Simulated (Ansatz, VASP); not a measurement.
# Two plane-wave programs on Sc

```
CELL_PARAMETERS angstrom
-1.83843 1.83843 1.83843
1.83843 -1.83843 1.83843
1.83843 1.83843 -1.83843
ATOMIC_POSITIONS crystal
Sc 0.00000 0.00000 0.00000
```

Alike in both runs: functional PBE; k mesh 22 × 22 × 22; occupations gaussian, width 0.1 eV; no spin polarisation.

Ansatz relaxed the structure, and its values are those at the end. VASP's run is a single point on that final structure, the one shown.

```csv
,VASP,Ansatz
version,VASP 6.6.1,Ansatz 0.2.0
potentials or method,"VASP PAW PBE potentials, release 64 (Sc_sv), cutoff 520 eV","scalar-relativistic, plane waves, PAW"
valence electrons in the cell,11,11
```

```csv
,VASP,Ansatz,Ansatz less VASP
gap on the k mesh at the Fermi level (eV),none,none,-
pressure (GPa),0.0,0.0,-0.03
```

A gap of «none» marks a metal or a gap that the smearing closes. With one functional, cell and mesh, what is left measures potentials, basis and numerics.
